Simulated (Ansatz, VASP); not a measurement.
One calculation of Al3Cu, two programs

INCAR

```
SYSTEM = Al3Cu
ALGO = Normal
EDIFF = 1E-6
ENCUT = 520
GGA = PS
ISIF = 2
ISMEAR = 0
LASPH = .True.
LCHARG = .False.
LREAL = .False.
LWAVE = .False.
NBANDS = 18
NELM = 60
PREC = Accurate
SIGMA = 0.1
```

KPOINTS

```
k-points
0
Gamma
  12 12 12
  0 0 0
```

Contents of POSCAR:

```
Al3Cu
1.0
    4.0728763229      0.0000000000      0.0000000000
    0.0000000000      4.0728763229      0.0000000000
    0.0000000000      0.0000000000      4.0728763229
Al Cu
3 1
Direct
    0.0000000000      0.5000000000      0.5000000000
    0.5000000000      0.0000000000      0.5000000000
    0.5000000000      0.5000000000      0.0000000000
    0.0000000000      0.0000000000      0.0000000000
```

Input for Ansatz:

```yaml
crystal:
  lattice:
    - [4.0728763229, 0.0, 0.0]
    - [0.0, 4.0728763229, 0.0]
    - [0.0, 0.0, 4.0728763229]
  atoms:
    - { symbol: Al, position: [0.0, 0.5, 0.5] }
    - { symbol: Al, position: [0.5, 0.0, 0.5] }
    - { symbol: Al, position: [0.5, 0.5, 0.0] }
    - { symbol: Cu, position: [0.0, 0.0, 0.0] }
basis:
  ecutwfc: 420
kpoints:
  mp_grid: { grid: [12, 12, 12] }
hamiltonian:
  xc: pbesol
scf:
  occupations: { method: gaussian, width: 0.1 }
output:
  forces: true
  stress: true
  eigenvalues: true
```

Alike in both runs: task single point; functional PBEsol; k mesh 12 × 12 × 12; occupations gaussian, width 0.1 eV; no spin polarisation.

|  | VASP | Ansatz |
| --- | --- | --- |
| version | VASP 6.6.1 | Ansatz 0.2.0 |
| potentials or method | VASP PAW PBE potentials, release 64 (Al, Cu), cutoff 520 eV | scalar-relativistic, plane waves, PAW |
| valence electrons in the cell | 20 | 28 |

|  | VASP | Ansatz | Ansatz less VASP |
| --- | --- | --- | --- |
| gap on the k mesh at the Fermi level (eV) | none | none | - |
| pressure (GPa) | -10.1 | -10.2 | -0.13 |

VASP's potentials were made for PBE, not for PBEsol. A gap of «none» marks a metal or a gap that the smearing closes. The functional is the same, so the differences come from potentials, cutoffs and numerics. VASP's potentials hold 20 valence electrons a cell and Ansatz's 28, so a difference there can come from the potentials and not from the codes.
